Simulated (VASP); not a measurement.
# TiSi2 (Fddd) in VASP: relaxation of cell and atoms with PBE

Aim: the relaxation of cell and atoms of TiSi2 with PBE.

All numbers are computed with VASP 6.6.1; they aren't measurements. Logs are shortened: lines on timing, memory, paths and dates and some standing lists are left out, and cuts for length are marked.

### 1 The cell of the first run

It takes space group Fddd (No. 70, orthorhombic). The conventional cell has a = 4.724 Å, b = 8.116 Å, c = 8.423 Å, α = 90.00°, β = 90.00°, γ = 90.00°. Within 3.3 Å of Ti (site symmetry 222) lie 10 Si at 2.51 to 2.73 Å and 4 Ti at 3.15 Å. Within 3.3 Å of Si (site symmetry 2) lie 9 Si at 2.49 to 3.15 Å and 5 Ti at 2.51 to 2.73 Å.

### 2 Relaxation of cell and atoms, PBE, target pressure 8 GPa, at which the enthalpy is minimised

Contents of INCAR:

```
PREC = Accurate ; ENCUT = 600
EDIFF = 1E-7 ; ISMEAR = 0
SIGMA = 0.1 ; LREAL = F
LASPH = T ; NELM = 100
ALGO = Normal ; ISIF = 3
LWAVE = F ; LCHARG = F
GGA = PE ; IBRION = 2
NSW = 70 ; EDIFFG = -0.008
PSTRESS = 80.0
```

Contents of KPOINTS:

```
Automatic mesh
0
Gamma
  10 10 10
```

Contents of POSCAR:

```
TiSi2
1.0
    0.0000000000      4.0581826669      4.2112707918
    2.3620148419      0.0000000000      4.2112707918
    2.3620148419      4.0581826669      0.0000000000
Ti Si
2 4
Direct
    0.7500000000      0.7500000000      0.7500000000
    0.5000000000      0.5000000000      0.5000000000
    0.0867608693      0.4132391307      0.0867608693
    0.4132391307      0.0867608693      0.4132391307
    0.1632391307      0.8367608693      0.1632391307
    0.8367608693      0.1632391307      0.8367608693
```

Potentials or basis: VASP PAW PBE potentials, release 64 (Ti_sv, Si).

The run is started by

```bash
$ cat potpaw_PBE.64/Ti_sv/POTCAR potpaw_PBE.64/Si/POTCAR > POTCAR
$ mpirun -np 1 vasp_std > vasp.out
```

OUTCAR:

```text
PREC = Accurate
   ENCUT = 600
   EDIFF = 1E-7
   ISMEAR = 0
   LREAL = F
   LASPH = T
   NELM = 100
   ISIF = 3
   GGA = PE
   IBRION = 2
   NSW = 70
   EDIFFG = -0.008
   PSTRESS = 80.0

 ion  position               nearest neighbor table
   1  0.750  0.750  0.750-   6 2.51   5 2.51   6 2.51   5 2.51   4 2.71   4 2.71   3 2.71   3 2.71
                             3 2.73   4 2.73
   2  0.500  0.500  0.500-   3 2.51   4 2.51   3 2.51   4 2.51   5 2.71   5 2.71   6 2.71   6 2.71
                             5 2.73   6 2.73
   3  0.087  0.413  0.087-   5 2.49   5 2.49   2 2.51   2 2.51   4 2.65   1 2.71   1 2.71   1 2.73
                             4 2.75   4 2.75
   4  0.413  0.087  0.413-   6 2.49   6 2.49   2 2.51   2 2.51   3 2.65   1 2.71   1 2.71   1 2.73
                             3 2.75   3 2.75
   5  0.163  0.837  0.163-   3 2.49   3 2.49   1 2.51   1 2.51   6 2.65   2 2.71   2 2.71   2 2.73
                             6 2.75   6 2.75
   6  0.837  0.163  0.837-   4 2.49   4 2.49   1 2.51   1 2.51   5 2.65   2 2.71   2 2.71   2 2.73
                             5 2.75   5 2.75

  LATTYP: Found a face centered orthorhombic cell.
 ALAT       =     4.7240296838
 B/A-ratio  =     1.7181021029
 C/A-ratio  =     1.7829146189

  Lattice vectors:

 A1 = (   0.0000000000,   4.0581826669,   4.2112707918)
 A2 = (   2.3620148419,   0.0000000000,   4.2112707918)
 A3 = (   2.3620148419,   4.0581826669,   0.0000000000)

Analysis of symmetry for initial positions (statically):
=====================================================================
 Subroutine PRICEL returns:
 Original cell was already a primitive cell.

 Routine SETGRP: Setting up the symmetry group for a
 face centered orthorhombic supercell.

 Subroutine GETGRP returns: Found  8 space group operations
 (whereof  4 operations were pure point group operations)
 out of a pool of  8 trial point group operations.

The static configuration has the point symmetry D_2 .
 The point group associated with its full space group is D_2h.

Analysis of symmetry for dynamics (positions and initial velocities):
=====================================================================
 Subroutine PRICEL returns:
 Original cell was already a primitive cell.

 Routine SETGRP: Setting up the symmetry group for a
 face centered orthorhombic supercell.

 Subroutine GETGRP returns: Found  8 space group operations
 (whereof  4 operations were pure point group operations)
 out of a pool of  8 trial point group operations.

[... 115 lines left out ...]
   ISIF   =      3    stress and relaxation
   ISYM   =      2    0-nonsym 1-usesym 2-fastsym
   POTIM  = 0.5000    time-step for ionic-motion
   TEBEG  =    0.0;   TEEND  =   0.0 temperature during run
   PSTRESS=   80.0 pullay stress
   NELECT =      40.0000    total number of electrons
   NUPDOWN=      -1.0000    fix difference up-down
   EMIN   =  10.00;   EMAX   =-10.00  energy-range for DOS
   EFERMI =   0.00;   METHOD = LEGACY
   ISMEAR =     0;   SIGMA  =   0.10  broadening in eV -4-tet -1-fermi 0-gaus
   EFERMI_NEDOS =   21; number of points for ismear=-14 and -15
   IALGO  =     38    algorithm
   IMIX   =      4    mixing-type and parameters
     AMIX     =   0.40;   BMIX     =  1.00
     AMIX_MAG =   1.60;   BMIX_MAG =  1.00
  volume/ion in A,a.u.               =      13.46        90.80
  Fermi-wavevector in a.u.,A,eV,Ry     =   1.295415  2.447980 22.831949  1.678101
  Thomas-Fermi vector in A             =   2.426936
   LORBIT       =      0    0 simple, 1 ext, 2 COOP (PROOUT), +10 PAW based schemes
   GGA     = PE    functional components
   LHFCALC =     F    Hartree Fock is set to
   AEXX    =    0.0000 exact exchange contribution
   IVDW    =     0    specifies the selected vdW correction
   LEPSILON=     F    determine dielectric tensor
   LRPA    =     F    only Hartree local field effects (RPA)
 conjugate gradient relaxation of ions
 non-spin polarized calculation
 Gauss-broadening in eV      SIGMA  =   0.10
  energy-cutoff  :      600.00
  volume of cell :       80.73
 maximum number of plane-waves:      2715
   NGX = 23   NGY = 19   NGZ = 19

--------------------------------------- Ionic step        1  -------------------------------------------

 number of electron      40.0000000 magnetization

 Free energy of the ion-electron system (eV)
  ---------------------------------------------------
  ext. energy  EPLUGINS =         0.00000000
  ---------------------------------------------------
  free energy    TOTEN  =       -40.60307302 eV

  energy without entropy =      -40.59248828  energy(sigma->0) =      -40.59778065

------------------------ aborting loop because EDIFF is reached ----------------------------------------

  FORCE on cell =-STRESS in cart. coord.  units (eV):
  Direction    XX          YY          ZZ          XY          YZ          ZX
  --------------------------------------------------------------------------------------
  -------------------------------------------------------------------------------------
  Total        4.0760098      3.7677359      4.6694625      0.0000000      0.0000000      0.0000000
  in kB       80.8888057     74.7710809     92.6659321      0.0000000      0.0000000      0.0000000
  external PRESSURE =       2.7752729 kB  Pullay stress =      80.0000000 kB
[... 155 lines left out ...]
--------------------------------------- Ionic step        5  -------------------------------------------

 number of electron      40.0000000 magnetization

 Free energy of the ion-electron system (eV)
  ---------------------------------------------------
  ext. energy  EPLUGINS =         0.00000000
  ---------------------------------------------------
  free energy    TOTEN  =       -40.60731724 eV

  energy without entropy =      -40.59656182  energy(sigma->0) =      -40.60193953

 E-fermi :  10.6504     XC(G=0): -11.9058

 val. band max:       10.6425442218   @ k =  -0.3000   0.2000   0.1000
 cond. band min:      10.6548491501   @ k =   0.0000   0.2000   0.2000
 fundamental gap:      0.0123049283
 Fermi energy:        10.6503796468

 k-point     1 :       0.0000    0.0000    0.0000
  band No.  band energies     occupation
      1     -45.4891      2.00000
      2     -45.4550      2.00000
      3     -21.9014      2.00000
      4     -21.8748      2.00000
      5     -21.7941      2.00000
      6     -21.7773      2.00000
[... 637 lines left out ...]
     23      13.4279      0.00000
     24      13.8061      0.00000

 [... further k-points ...]

------------------------ aborting loop because EDIFF is reached ----------------------------------------

  FORCE on cell =-STRESS in cart. coord.  units (eV):
  Direction    XX          YY          ZZ          XY          YZ          ZX
  --------------------------------------------------------------------------------------
  -------------------------------------------------------------------------------------
  Total        4.0404839      4.0508823      4.0404298      0.0000000      0.0000000      0.0000000
  in kB       80.1216869     80.3278853     80.1206151      0.0000000      0.0000000      0.0000000
  external PRESSURE =       0.1900624 kB  Pullay stress =      80.0000000 kB
[... 25 lines left out ...]
  energy  without entropy=      -40.5965618179  energy(sigma->0) =      -40.60193953

  enthalpy is  TOTEN    =       -36.5729699804 eV   P V=        4.0343472606

 reached required accuracy - stopping structural energy minimisation
```

OSZICAR:

```text
N       E                     dE             d eps       ncg     rms          rms(c)
DAV:   1     0.415231604790E+03    0.41523E+03   -0.21187E+04  8208   0.197E+03
DAV:   2     0.974316415342E+01   -0.40549E+03   -0.40219E+03  8216   0.531E+02
DAV:   3    -0.404761785674E+02   -0.50219E+02   -0.49444E+02 14672   0.146E+02
[... 49 lines left out ...]
DAV:   3    -0.406073195289E+02    0.21562E-04   -0.18515E-04 12128   0.914E-02    0.137E-02
DAV:   4    -0.406073170888E+02    0.24401E-05   -0.24234E-05 14440   0.372E-02    0.606E-03
DAV:   5    -0.406073174470E+02   -0.35816E-06   -0.30028E-06 10656   0.125E-02    0.265E-03
DAV:   6    -0.406073173137E+02    0.13334E-06   -0.17733E-06 12200   0.538E-03    0.139E-03
DAV:   7    -0.406073171440E+02    0.16969E-06   -0.16552E-07  6848   0.294E-03    0.495E-04
DAV:   8    -0.406073172410E+02   -0.96988E-07   -0.27066E-08  5328   0.179E-03
   5 F= -.36572970E+02 E0= -.36567592E+02  d E =-.580193E-04
```

CONTCAR:

```text
TiSi2
   1.00000000000000
     0.0000000000000000    4.0513525874553524    4.2228950549464539
     2.3613129427802733    0.0000000000000000    4.2228950549464539
     2.3613129427802733    4.0513525874553524    0.0000000000000000
  Ti              Si
     2     4
Direct
     0.7500000000000000    0.7500000000000000    0.7500000000000000
     0.5000000000000000    0.5000000000000000    0.5000000000000000
     0.0866651307725008    0.4133348692274992    0.0866651307725008
     0.4133348692274992    0.0866651307725008    0.4133348692274992
     0.1633348692274992    0.8366651307725008    0.1633348692274992
     0.8366651307725008    0.1633348692274992    0.8366651307725008

  0.00000000E+00  0.00000000E+00  0.00000000E+00
  0.00000000E+00  0.00000000E+00  0.00000000E+00
  0.00000000E+00  0.00000000E+00  0.00000000E+00
  0.00000000E+00  0.00000000E+00  0.00000000E+00
  0.00000000E+00  0.00000000E+00  0.00000000E+00
  0.00000000E+00  0.00000000E+00  0.00000000E+00
```

Run time: 22 min. Hardware: 1 thread of Intel Xeon Platinum 8488C (Sapphire Rapids), shared host; peak memory 0.54 GiB.

What came out:

* Free energy: -40.6073 eV
* Relaxed volume: 13.47 Å³/atom
* Relaxed cell: a = 5.852 Å, b = 4.838 Å, c = 4.689 Å, α = 75.77°, β = 53.26°, γ = 50.96°
* Space group after relaxing (to 0.1 Å): Fddd (No. 70)
* Energy change on relaxing (the run minimises the enthalpy): -0.7 meV/atom
* Ionic steps: 5
* Pressure after relaxing: 8.0 GPa
* Largest force after relaxing: 0.007 eV/Å
* Band gap on the k mesh: zero (bands 20 and 21 overlap by 1.93 eV)

Forces on the atoms (eV/Å):
```
Ti   0.000  0.000  0.000
Ti   0.000  0.000  0.000
Si   0.000 -0.007  0.000
Si   0.000  0.007  0.000
Si   0.000  0.007  0.000
Si   0.000 -0.007  0.000
```

Step by step:
| step | energy change (eV) | largest force (eV/Å) | pressure (GPa) | volume (Å³) |
| --- | --- | --- | --- | --- |
| 1 | 0.0000 | 0.0178 | 8.28 | 80.73 |
| 2 | -0.0139 | 0.0028 | 7.49 | 81.01 |
| 3 | -0.0085 | 0.0097 | 7.85 | 80.88 |
| 4 | -0.0021 | 0.0061 | 8.10 | 80.75 |
| 5 | -0.0042 | 0.0073 | 8.02 | 80.80 |

Final structure:
```
Ti Si
1.0
     0.00000    4.05135    4.22290
     2.36131    0.00000    4.22290
     2.36131    4.05135    0.00000
Ti Si
2 4
Direct
  0.75000 0.75000 0.75000
  0.50000 0.50000 0.50000
  0.08667 0.41333 0.08667
  0.41334 0.08667 0.41333
  0.16333 0.83667 0.16333
  0.83667 0.16333 0.83667
```

Caveat: the cell is relaxed towards a set pressure, so the run minimises the enthalpy, not the energy.
